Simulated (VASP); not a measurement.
A run of VASP 6.6.1 is set up as follows.

Contents of INCAR:

```
SYSTEM = Ti7Si
ALGO = Normal
EDIFF = 1E-7
ENCUT = 520
GGA = PE
ISIF = 2
ISMEAR = 0
LASPH = .True.
LCHARG = .False.
LREAL = .False.
LWAVE = .False.
NBANDS = 54
NELM = 80
PREC = Accurate
SIGMA = 0.1
```

KPOINTS

```
k-points
0
Gamma
  8 8 8
  0 0 0
```

Contents of POSCAR:

```
Ti7Si
1.0
   -4.0380733909      4.0380733909      0.0000000000
   -4.0380733909      0.0000000000      4.0380733909
    0.0000000000      4.0380733909      4.0380733909
Ti Si
7 1
Direct
    0.0000000000      0.0000000000      0.0000000000
    0.5000000000      0.0000000000      0.0000000000
    0.0000000000      0.5000000000      0.0000000000
    0.0000000000      0.0000000000      0.5000000000
    0.5000000000      0.0000000000      0.5000000000
    0.0000000000      0.5000000000      0.5000000000
    0.5000000000      0.5000000000      0.5000000000
    0.5000000000      0.5000000000      0.0000000000
```

Potentials or basis: VASP PAW PBE potentials, release 64 (Ti_sv, Si).

Run with:

```console
$ cat potpaw_PBE.64/Ti_sv/POTCAR potpaw_PBE.64/Si/POTCAR > POTCAR
$ mpirun -np 1 vasp_std > vasp.out
```

(1) Predict the band gap on the k mesh.

(2) Estimate the pressure.

Answers

(1) zero (bands 44 and 45 overlap by 1.12 eV).

(2) -0.2 GPa.
